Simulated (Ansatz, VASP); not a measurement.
**Two plane-wave programs on PdPt2Se6**

```
Pd Pt Se
1.0
     3.24711    1.87472    6.24876
    -3.24711    1.87472    6.24876
     0.00000   -3.74944    6.24876
Pd Pt Se
1 2 6
Cartesian
  0.0000 0.0000 0.0000
  0.0000 0.0000 12.4985
  0.0000 0.0000 6.2478
  1.0809 -1.8739 11.1903
  -2.1633 0.0009 11.1903
  1.0824 1.8730 11.1903
  -1.0824 -1.8730 7.5560
  2.1633 -0.0009 7.5560
  -1.0809 1.8739 7.5560
```

Alike in both runs: functional PBE; k mesh 6 × 6 × 6; occupations gaussian, width 0.02 eV; no spin polarisation.

Ansatz relaxed the structure, and its values are those at the end. VASP's run is a single point on that final structure, the one shown.

|  | VASP | Ansatz |
| --- | --- | --- |
| version | VASP 6.6.1 | Ansatz 0.2.0 |
| potentials or method | VASP PAW PBE potentials, release 64 (Pd, Pt, Se), cutoff 520 eV | scalar-relativistic, plane waves, PAW |
| valence electrons in the cell | 66 | 150 |

```tsv
	VASP	Ansatz	Ansatz less VASP
gap on the k mesh at the Fermi level (eV)	0.55	0.56	+0.011
least direct gap on the mesh (eV)	0.78	0.79	+0.010
pressure (GPa)	0.0	0.0	+0.02
```

VASP's potentials hold 66 valence electrons a cell and Ansatz's 150, so a difference there can come from the potentials and not from the codes.

Neither program's run includes spin-orbit coupling.
